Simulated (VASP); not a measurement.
The system is MnO.

```xyz
2
Lattice="0.0000 2.2220 2.2220 2.2220 0.0000 2.2220 2.2220 2.2220 0.0000" Properties=species:S:1:pos:R:3 pbc="T T T"
Mn    0.0000    0.0000    0.0000
O     2.2220    2.2220    2.2220
```

Base run:

```yaml
Program: VASP 6.6.1
Functional: PBE
Potentials_or_basis: VASP PAW PBE potentials, release 64 (Mn_sv, O)
Cutoff: 700 eV
k_mesh: 10 × 10 × 10
Occupations: fermi-dirac, width 0.05 eV
Spin: collinear spin, ferromagnetic start
Starting_moments: "[4.0, 0.0] μB"
Hubbard_terms: Mn d U = 8.0 eV
```

Its results: band gap on the k mesh 1.03 eV (least direct gap 2.79 eV); pressure 8.0 GPa; net moment 5.00 μB per cell; site moments Mn +4.70; O +0.12 μB.

**Question.** The run is repeated on the same cell with these changes: hubbard terms from Mn d U = 8.0 eV to Mn d U = 6.0 eV. What comes out?

**Answer.** Band gap on the k mesh 0.63 eV (least direct gap 2.76 eV); pressure 7.4 GPa; net moment 5.00 μB per cell; site moments Mn +4.60; O +0.14 μB.

Caveats: the cell stands under pressure; a cell with one magnetic atom can't hold antiferromagnetic order, which such compounds often take.

A k mesh can miss the band edges.
